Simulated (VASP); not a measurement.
GaN, 2 atoms in the cell. Symmetry: I4/mmm, No. 139, tetragonal system. The conventional cell has a = 2.922 Å, b = 2.922 Å, c = 4.305 Å, α = 90.00°, β = 90.00°, γ = 90.00°. Within 2.7 Å of Ga (site symmetry 4/mmm) lie 6 N at 2.07 to 2.15 Å. N (site symmetry 4/mmm) has 6 Ga at 2.07 to 2.15 Å within 2.7 Å.  This cell differs from its parent crystal: epitaxial xy strain -2.0%.

```yaml
Program: VASP 6.6.1
Task: single point
Functional: r2SCAN
Potentials_or_basis: VASP PAW PBE potentials, release 64 (Ga_d, N)
Cutoff: 520 eV
k_mesh: 10 × 10 × 10
Occupations: fermi-dirac, width 0.02 eV
Spin: non-collinear spin, zero start, spin-orbit coupling
Starting_moments: "[[0.0, 0.0, 0.0], [0.0, 0.0, 0.0]] μB"
Dipole_correction: no
Further_INCAR_settings: ALGO = Normal; EDIFF = 1e-06; NBANDS = 30
```

Potentials or basis: VASP PAW PBE potentials, release 64 (Ga_d, N).

The run is started by

```console
$ cat potpaw_PBE.64/Ga_d/POTCAR potpaw_PBE.64/N/POTCAR > POTCAR
$ cp INCAR.step1 INCAR
$ mpirun -np 1 vasp_ncl > vasp.out
$ cp INCAR.step2 INCAR
$ mpirun -np 1 vasp_ncl > vasp.out
```

Hardware: 1 thread of Oxide Virtual Turin-like Processor (shared host).

Task: How long does it take, and how much memory?

Result: Wall time 10 min on 1 thread of Oxide Virtual Turin-like Processor (shared host), peak memory 0.24 GiB. Counts: k points 102.
